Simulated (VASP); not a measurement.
## WF2: single point with PBEsol

Crystal: WF2.

```
W F
1.0
     0.00000    2.73704    2.73704
     2.73704    0.00000    2.73704
     2.73704    2.73704    0.00000
W F
1 2
Direct
  0.00000 0.00000 0.00000
  0.25000 0.25000 0.25000
  0.75000 0.75000 0.75000
```

```yaml
Program: VASP 6.6.1
Task: single point
Functional: PBEsol
Potentials_or_basis: VASP PAW PBE potentials, release 64 (W_sv, F)
Cutoff: 520 eV
k_mesh: 14 × 14 × 14
Occupations: gaussian, width 0.1 eV
Spin: no spin polarisation
Dipole_correction: no
Further_INCAR_settings: ALGO = Normal; EDIFF = 1e-06; NBANDS = 21
```

```yaml
Pressure: -18.5 GPa
Band_gap_on_the_k_mesh: zero (band 14 reaches 6.20 eV, above the bottom of band 15 at 5.51 eV)
```

Levels at points of the mesh, in eV from the Fermi level:
```csv
k point,band 12,band 13,band 14,band 15,band 16,band 17
"(0.00, 0.00, 0.00)",-7.06,-1.61,-0.60,-0.60,1.88,1.88
"(0.50, 0.00, 0.00)",-7.73,-0.32,-0.32,0.00,1.48,1.48
"(0.50, 0.50, 0.00)",-6.75,-0.97,-0.22,0.20,1.16,1.16
```

Run time: 79 s on 1 thread of Intel Xeon 6975P-C (shared host), peak memory 0.23 GiB.

Caveat: the PAW data sets were made with another functional, which shifts forces and pressure a little; spin-orbit coupling is left out, which moves the levels of the heavy elements.
